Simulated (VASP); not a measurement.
# InSe in VASP: single point with PBE+D3(BJ)

Aim: the single point of InSe with PBE+D3(BJ).

All numbers are computed with VASP 6.6.1; they aren't measurements. Logs are shortened: lines on timing, memory, paths and dates and some standing lists are left out, and cuts for length are marked.

### 1 The cell of the first run

The cell holds a slab with vacuum, 8 atoms: a = 4.027 Å, b = 4.027 Å, c = 28.271 Å, α = 90.00°, β = 90.00°, γ = 120.00°.

### 2 Single point, PBE+D3(BJ) (layers slid over each other)

INCAR

```
ALGO = Normal ; DIPOL = 0.5 0.5 0.408
EDIFF = 1E-7 ; ENCUT = 520
GGA = PE ; IDIPOL = 3
ISIF = 2 ; ISMEAR = 0
IVDW = 12 ; LASPH = True
LCHARG = True ; LDIPOL = True
LELF = True ; LREAL = False
LVACPOTAV = True ; LVHAR = True
LWAVE = False ; NBANDS = 48
NELM = 60 ; PREC = Accurate
SIGMA = 0.05
```

KPOINTS

```
k-points
0
Gamma
  9 9 1
```

POSCAR

```
InSe
1.0
    4.0266103653      0.0000000000      0.0000000000
   -2.0133051827      3.4871468675      0.0000000000
    0.0000000000      0.0000000000     28.2707107737
Se In
4 4
Direct
    0.0000000000      0.0000000000      0.1591753400
    0.0000000000      0.0000000000      0.3496677344
    0.4444444444      0.8888888889      0.4667500401
    0.4444444444      0.8888888889      0.6572424345
    0.6666666667      0.3333333333      0.2049979902
    0.6666666667      0.3333333333      0.3038451596
   -0.2222222222      0.5555555556      0.5125726903
   -0.2222222222      0.5555555556      0.6114198596
```

Potentials or basis: VASP PAW PBE potentials, release 64 (Se, In_d).

Launch:

```console
> cat potpaw_PBE.64/Se/POTCAR potpaw_PBE.64/In_d/POTCAR > POTCAR
> mpirun -np 1 vasp_std > vasp.out
```

OUTCAR:

```text
EDIFF = 1E-7
   ENCUT = 520
   GGA = PE
   ISIF = 2
   ISMEAR = 0
   IVDW = 12
   LASPH = True
   LREAL = False
   NELM = 60
   PREC = Accurate
 IVDW          = 12

 ion  position               nearest neighbor table
   1  0.000  0.000  0.159-   5 2.66   5 2.66   5 2.66
   2  0.000  0.000  0.350-   6 2.66   6 2.66   6 2.66
   3  0.444  0.889  0.467-   7 2.66   7 2.66   7 2.66
   4  0.444  0.889  0.657-   8 2.66   8 2.66   8 2.66
   5  0.667  0.333  0.205-   1 2.66   1 2.66   1 2.66   6 2.79
   6  0.667  0.333  0.304-   2 2.66   2 2.66   2 2.66   5 2.79
   7  0.778  0.556  0.513-   3 2.66   3 2.66   3 2.66   8 2.79
   8  0.778  0.556  0.611-   4 2.66   4 2.66   4 2.66   7 2.79

  LATTYP: Found a hexagonal cell.
 ALAT       =     4.0266103653
 C/A-ratio  =     7.0209700490

  Lattice vectors:

 A1 = (   4.0266103653,   0.0000000000,   0.0000000000)
 A2 = (  -2.0133051827,   3.4871468675,   0.0000000000)
 A3 = (   0.0000000000,   0.0000000000,  28.2707107737)

Analysis of symmetry for initial positions (statically):
=====================================================================
 Subroutine PRICEL returns:
 Original cell was already a primitive cell.

 Routine SETGRP: Setting up the symmetry group for a
 hexagonal supercell.

 Subroutine GETGRP returns: Found  4 space group operations
 (whereof  2 operations were pure point group operations)
 out of a pool of 24 trial point group operations.

The static configuration has the point symmetry C_1h.
 The point group associated with its full space group is C_2h.

Analysis of symmetry for dynamics (positions and initial velocities):
=====================================================================
 Subroutine PRICEL returns:
 Original cell was already a primitive cell.

 Routine SETGRP: Setting up the symmetry group for a
 hexagonal supercell.

 Subroutine GETGRP returns: Found  4 space group operations
 (whereof  2 operations were pure point group operations)
 out of a pool of 24 trial point group operations.

The dynamic configuration has the point symmetry C_1h.
 The point group associated with its full space group is C_2h.

 Subroutine INISYM returns: Found  4 space group operations
 (whereof  2 operations are pure point group operations),
 and found     1 'primitive' translations

----------------------------------------------------------------------------------------

                                     Primitive cell

  volume of cell :     396.9598

  direct lattice vectors                    reciprocal lattice vectors
     4.026610365  0.000000000  0.000000000     0.248347843  0.143383694  0.000000000
    -2.013305183  3.487146867  0.000000000     0.000000000  0.286767388  0.000000000
     0.000000000  0.000000000 28.270710774     0.000000000  0.000000000  0.035372298

  length of vectors
     4.026610365  4.026610365 28.270710774     0.286767388  0.286767388  0.035372298

  position of ions in fractional coordinates (direct lattice)
     0.000000000  0.000000000  0.159175340
     0.000000000  0.000000000  0.349667734
     0.444444444  0.888888889  0.466750040
     0.444444444  0.888888889  0.657242434
     0.666666667  0.333333333  0.204997990
     0.666666667  0.333333333  0.303845160
     0.777777778  0.555555556  0.512572690
     0.777777778  0.555555556  0.611419860

  ion indices of the primitive-cell ions
   primitive index   ion index
                 1           1
                 2           2
                 3           3
                 4           4
                 5           5
                 6           6
                 7           7
                 8           8

----------------------------------------------------------------------------------------

 KPOINTS: k-points

Automatic generation of k-mesh.
 Grid dimensions read from file:
 generate k-points for:    9    9    1

 Generating k-lattice:

  Cartesian coordinates                     Fractional coordinates (reciprocal lattice)
     0.027594205  0.015931522  0.000000000     0.111111111  0.000000000  0.000000000
     0.000000000  0.031863043  0.000000000     0.000000000  0.111111111  0.000000000
     0.000000000  0.000000000  0.035372298     0.000000000  0.000000000  1.000000000

  Length of vectors
     0.031863043  0.031863043  0.035372298

  Shift w.r.t. Gamma in fractional coordinates (k-lattice)
     0.000000000  0.000000000  0.000000000

 Subroutine IBZKPT returns following result:
 ===========================================

 Found     25 irreducible k-points:

 Following reciprocal coordinates:
            Coordinates               Weight
  0.000000  0.000000  0.000000      1.000000
  0.111111  0.000000  0.000000      4.000000
  0.000000  0.111111  0.000000      2.000000
  0.222222 -0.000000  0.000000      4.000000
  0.000000  0.222222  0.000000      2.000000
  0.333333  0.000000  0.000000      4.000000
[... 16 lines left out ...]
 -0.222222 -0.444444  0.000000      4.000000
  0.444444  0.333333  0.000000      4.000000
   k-points           NKPTS =     25   k-points in BZ     NKDIM =     25   number of bands    NBANDS=     48
   number of dos      NEDOS =    301   number of ions     NIONS =      8
   total plane-waves  NPLWV = 189000
   dimension x,y,z NGX =    30 NGY =   30 NGZ =  210
   dimension x,y,z NGXF=    60 NGYF=   60 NGZF=  420
   ions per type =               4   4
   NGX,Y,Z   is equivalent  to a cutoff of  12.39, 12.39, 12.35 a.u.
   NGXF,Y,Z  is equivalent  to a cutoff of  24.77, 24.77, 24.70 a.u.
 SYSTEM =  unknown system
   PREC   = accura    normal or accurate (medium, high low for compatibility)
   ISTART =      0    job   : 0-new  1-cont  2-samecut
   ICHARG =      2    charge: 1-file 2-atom 10-const
   ISPIN  =      1    spin polarized calculation?
   LNONCOLLINEAR =      F non collinear calculations
   LSORBIT =      F    spin-orbit coupling
   LASPH  =      T    aspherical Exc in radial PAW
   ENCUT  =  520.0 eV  38.22 Ry    6.18 a.u.   7.49  7.49 52.56*2*pi/ulx,y,z
   NELM   =     60;   NELMIN=  2; NELMDL= -5     # of ELM steps
   EDIFF  = 0.1E-06   stopping-criterion for ELM
   LREAL  =      F    real-space projection
   EDIFFG = 0.1E-05   stopping-criterion for IOM
   NSW    =      0    number of steps for IOM
   IBRION =     -1    ionic relax: 0-MD 1-quasi-New 2-CG
   NFREE  =      0    steps in history (QN), initial steepest desc. (CG)
   ISIF   =      2    stress and relaxation
   ISYM   =      2    0-nonsym 1-usesym 2-fastsym
   POTIM  = 0.5000    time-step for ionic-motion
   TEBEG  =    0.0;   TEEND  =   0.0 temperature during run
   PSTRESS=    0.0 pullay stress
   NELECT =      76.0000    total number of electrons
   NUPDOWN=      -1.0000    fix difference up-down
   EMIN   =  10.00;   EMAX   =-10.00  energy-range for DOS
   EFERMI =   0.00;   METHOD = LEGACY
   ISMEAR =     0;   SIGMA  =   0.05  broadening in eV -4-tet -1-fermi 0-gaus
   EFERMI_NEDOS =   21; number of points for ismear=-14 and -15
   IALGO  =     38    algorithm
   IMIX   =      4    mixing-type and parameters
     AMIX     =   0.40;   BMIX     =  1.00
     AMIX_MAG =   1.60;   BMIX_MAG =  1.00
  volume/ion in A,a.u.               =      49.62       334.85
  Fermi-wavevector in a.u.,A,eV,Ry     =   0.943548  1.783047 12.113024  0.890282
  Thomas-Fermi vector in A             =   2.071266
   LORBIT       =      0    0 simple, 1 ext, 2 COOP (PROOUT), +10 PAW based schemes
   GGA     = PE    functional components
   LHFCALC =     F    Hartree Fock is set to
   AEXX    =    0.0000 exact exchange contribution
   IVDW    =    12    specifies the selected vdW correction
   LEPSILON=     F    determine dielectric tensor
   LRPA    =     F    only Hartree local field effects (RPA)
 non-spin polarized calculation
 Gauss-broadening in eV      SIGMA  =   0.05
  energy-cutoff  :      520.00
  volume of cell :      396.96
 maximum number of plane-waves:     10749
 NGX is ok and might be reduce to    30
   NGX = 15   NGY = 15   NGZ =105

 number of electron      75.9999999 magnetization

 dipolmoment           0.000000      0.000000     -0.000025 electrons x Angstroem

 Free energy of the ion-electron system (eV)
  ---------------------------------------------------
  ext. energy  EPLUGINS =         0.00000000
  ---------------------------------------------------
  free energy    TOTEN  =       -28.38859146 eV

  energy without entropy =      -28.38859146  energy(sigma->0) =      -28.38859146

 E-fermi :   0.0344     XC(G=0):  -5.6596

 val. band max:       -0.2145338058   @ k =   0.0000   0.1111   0.0000
 cond. band min:       0.9311371807   @ k =   0.0000   0.0000   0.0000
 fundamental gap:      1.1456709865
 Fermi energy:         0.0344278471

 k-point     1 :       0.0000    0.0000    0.0000
  band No.  band energies     occupation
      1     -14.5181      2.00000
      2     -14.5179      2.00000
      3     -14.3348      2.00000
      4     -14.3347      2.00000
      5     -14.3343      2.00000
      6     -14.3342      2.00000
[... 40 lines left out ...]
     47       5.0395      0.00000
     48       5.1957      0.00000

 k-point     2 :       0.1111    0.0000    0.0000
  band No.  band energies     occupation
      1     -14.5175      2.00000
      2     -14.5172      2.00000
      3     -14.3751      2.00000
      4     -14.3734      2.00000
      5     -14.3329      2.00000
      6     -14.3328      2.00000
[... 40 lines left out ...]
     47       5.0973      0.00000
     48       5.1971      0.00000

 k-point     3 :       0.0000    0.1111    0.0000
  band No.  band energies     occupation
      1     -14.5176      2.00000
      2     -14.5172      2.00000
      3     -14.3757      2.00000
      4     -14.3736      2.00000
      5     -14.3326      2.00000
      6     -14.3324      2.00000
[... 1060 lines left out ...]
     47       5.2313      0.00000
     48       5.3813      0.00000

 k-point    24 :       0.4444    0.3333    0.0000
  band No.  band energies     occupation
      1     -14.6233      2.00000
      2     -14.6226      2.00000
      3     -14.5247      2.00000
      4     -14.5242      2.00000
      5     -14.4612      2.00000
      6     -14.4608      2.00000
[... 40 lines left out ...]
     47       5.2705      0.00000
     48       5.3477      0.00000

 [... further k-points ...]

------------------------ aborting loop because EDIFF is reached ----------------------------------------

 Edisp (eV)   -2.02465

 E8    (eV) :    -0.9495

  FORCE on cell =-STRESS in cart. coord.  units (eV):
  Direction    XX          YY          ZZ          XY          YZ          ZX
  --------------------------------------------------------------------------------------
  -------------------------------------------------------------------------------------
  Total       0.06279    -0.09901    -0.33925     0.00000    -0.03310     0.00000
  in kB       0.25342    -0.39960    -1.36925     0.00000    -0.13359     0.00000
  external pressure =       -0.51 kB  Pullay stress =        0.00 kB

 VOLUME and BASIS-vectors are now :
 -----------------------------------------------------------------------------
  energy-cutoff  :      520.00
  volume of cell :      396.96
      direct lattice vectors                 reciprocal lattice vectors
     4.026610365  0.000000000  0.000000000     0.248347843  0.143383694  0.000000000
    -2.013305183  3.487146867  0.000000000     0.000000000  0.286767388  0.000000000
     0.000000000  0.000000000 28.270710774     0.000000000  0.000000000  0.035372298

 POSITION                                       TOTAL-FORCE (eV/Angst)
 -----------------------------------------------------------------------------------
      0.00000      0.00000      4.50000        -0.000000      0.000724     -0.011476
      0.00000      0.00000      9.88536        -0.000000      0.017498      0.048809
     -0.00000      3.09969     13.19536         0.000000     -0.017498     -0.048809
     -0.00000      3.09969     18.58071         0.000000     -0.000724      0.011476
      2.01331      1.16238      5.79544        -0.000000      0.001660      0.013153
      2.01331      1.16238      8.58992         0.000000     -0.008982      0.021139
      2.01331      1.93730     14.49079        -0.000000      0.008982     -0.021139
      2.01331      1.93730     17.28527         0.000000     -0.001660     -0.013153
 -----------------------------------------------------------------------------------
    total drift:                                0.000000     -0.000001     -0.003138

  FREE ENERGIE OF THE ION-ELECTRON SYSTEM (eV)
  ---------------------------------------------------
  free  energy   TOTEN  =       -30.4132438155 eV

  energy  without entropy=      -30.4132438155  energy(sigma->0) =      -30.41324382

 vacuum level on the upper side and lower side of the slab         5.491         5.492
```

It took 31 min on 1 thread of Intel Xeon 8259CL, shared host; peak memory 0.66 GiB.

What came out:

| Property | Result |
| --- | --- |
| Free energy | -30.4132 eV |
| Largest force | 0.052 eV/Å |
| Band gap on the k mesh | 1.15 eV (least direct gap 1.19 eV) |
| Dispersion energy per atom | -0.253 eV |

Forces on the atoms (eV/Å):
```
Se   0.000  0.001 -0.011
Se   0.000  0.017  0.049
Se   0.000 -0.017 -0.049
Se   0.000 -0.001  0.011
In   0.000  0.002  0.013
In   0.000 -0.009  0.021
In   0.000  0.009 -0.021
In   0.000 -0.002 -0.013
```

Caveat: the cell differs from its parent crystal (layers slid over each other); spin-orbit coupling is left out, which moves the levels of the heavy elements.
